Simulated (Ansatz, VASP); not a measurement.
## One calculation of AlN, two programs

The input INCAR:

```
PREC = Accurate
ENCUT = 520
EDIFF = 1E-6
ISMEAR = 0
SIGMA = 0.05
LREAL = F
LASPH = T
NELM = 60
ALGO = Normal
ISIF = 2
LWAVE = F
LCHARG = F
GGA = PE
NBANDS = 26
```

KPOINTS

```
Automatic mesh
0
Gamma
  6 6 6
```

The input POSCAR:

```
AlN
1.0
    4.4025164325      0.0000000000      0.0000000000
    0.0000000000     -4.4025164325      0.0000000000
    0.0000000000      0.0000000000     -4.4025164325
Al N
4 4
Direct
   -0.0809495713     -0.1430999769     -0.0809495713
    0.5000000000      0.5000000000      0.0000000000
    0.5000000000      0.0000000000      0.5000000000
    0.0000000000      0.5000000000      0.5000000000
    0.7500000000      0.7500000000      0.7500000000
    0.2500000000      0.2500000000      0.7500000000
    0.2500000000      0.7500000000      0.2500000000
    0.7500000000      0.2500000000      0.2500000000
```

Input for Ansatz:

```yaml
crystal:
  lattice:
    - [4.4025164325, 0.0, 0.0]
    - [0.0, -4.4025164325, 0.0]
    - [0.0, 0.0, -4.4025164325]
  atoms:
    - { symbol: Al, position: [-0.0809495713, -0.1430999769, -0.0809495713] }
    - { symbol: Al, position: [0.5, 0.5, 0.0] }
    - { symbol: Al, position: [0.5, 0.0, 0.5] }
    - { symbol: Al, position: [0.0, 0.5, 0.5] }
    - { symbol: "N", position: [0.75, 0.75, 0.75] }
    - { symbol: "N", position: [0.25, 0.25, 0.75] }
    - { symbol: "N", position: [0.25, 0.75, 0.25] }
    - { symbol: "N", position: [0.75, 0.25, 0.25] }
basis:
  ecutwfc: 420
kpoints:
  mp_grid: { grid: [6, 6, 6] }
hamiltonian:
  xc: pbe
  pseudopotentials: { kind: paw, azcp: { folder: soft_1 } }
scf:
  occupations: { method: gaussian, width: 0.05 }
output:
  forces: true
  stress: true
  eigenvalues: true
```

Alike in both runs: task single point; functional PBE; k mesh 6 × 6 × 6; occupations gaussian, width 0.05 eV; no spin polarisation.

|  | VASP | Ansatz |
| --- | --- | --- |
| version | VASP 6.6.1 | Ansatz 0.2.0 |
| potentials or method | VASP PAW PBE potentials, release 64 (Al, N), cutoff 520 eV | scalar-relativistic, plane waves, PAW |
| valence electrons in the cell | 32 | 32 |

|  | VASP | Ansatz | Ansatz less VASP |
| --- | --- | --- | --- |
| gap on the k mesh at the Fermi level (eV) | 1.09 | 1.09 | +0.006 |
| least direct gap on the mesh (eV) | 1.29 | 1.30 | +0.009 |
| rms of the force components (eV/Å) | 21.648 | 23.500 | +1.8527 |

Atom by atom the forces differ by 1.857 eV/Å (rms over components). With one functional, cell and mesh, what is left measures potentials, basis and numerics.
